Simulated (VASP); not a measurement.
**SiO2: single point with PBE**

SiO2:

```xyz
3
Lattice="-1.2053 1.2053 5.5243 1.2053 -1.2053 5.5243 1.2053 1.2053 -5.5243" Properties=species:S:1:pos:R:3 pbc="T T T"
Si    0.0000    0.0000    0.0000
O     0.0000    0.0000    6.6118
O     0.0000    0.0000    4.4367
```

```yaml
Program: VASP 6.6.1
Task: single point
Functional: PBE
Potentials_or_basis: VASP PAW PBE potentials, release 64 (Si, O)
Cutoff: 520 eV
k_mesh: 8 × 8 × 8
Occupations: gaussian, width 0.1 eV
Spin: collinear spin, ferromagnetic start
Starting_moments: "[0.0, 0.81, 0.81] μB"
Dipole_correction: no
Further_INCAR_settings: ALGO = Normal; EDIFF = 1e-06; NBANDS = 19
```

```yaml
Pressure: 0.6 GPa
Largest_force: 0.051 eV/Å
Band_gap_on_the_k_mesh: 0.13 eV (least direct gap 0.48 eV)
Net_moment: 0.00 μB per cell
Valence_electrons_inside_the_program's_atomic_spheres: Si 1.31; O 5.01
```

Forces in eV/Å, atoms in the order of the input:
```
Si   0.000  0.000  0.000
O    0.000  0.000  0.051
O    0.000  0.000 -0.051
```

Stress tensor (GPa, compression positive):
```
0.59 0.00 0.00
0.00 0.59 0.00
0.00 0.00 0.50
```

Levels at points of the mesh, in eV from the valence-band top:
Spin up:
```csv
k point,band 6,band 7,band 8,band 9,band 10,band 11
"(0.00, 0.00, 0.00)",-1.38,-1.04,-1.04,1.53,6.35,7.13
"(0.50, 0.00, 0.00)",-1.39,-0.69,-0.23,3.89,5.97,11.43
"(0.50, 0.50, 0.00)",-5.01,-3.51,-0.35,0.13,4.79,6.03
"(0.50, 0.50, 0.50)",-2.05,-1.03,-1.03,1.91,6.01,7.13
```
Spin down:
```csv
k point,band 6,band 7,band 8,band 9,band 10,band 11
"(0.00, 0.00, 0.00)",-1.38,-1.04,-1.04,1.53,6.35,7.13
"(0.50, 0.00, 0.00)",-1.39,-0.69,-0.23,3.89,5.97,11.43
"(0.50, 0.50, 0.00)",-5.01,-3.51,-0.35,0.13,4.79,6.03
"(0.50, 0.50, 0.50)",-2.05,-1.03,-1.03,1.91,6.01,7.13
```

Run time: 7.8 min on 1 thread of Intel(R) Xeon(R) Platinum 8175M CPU @ 2.50GHz (Skylake/Cascade Lake) (shared host), peak memory 0.4 GiB.

Caveat: semilocal functionals underestimate gaps, and a narrow one can read as zero. A k mesh can miss the band edges.
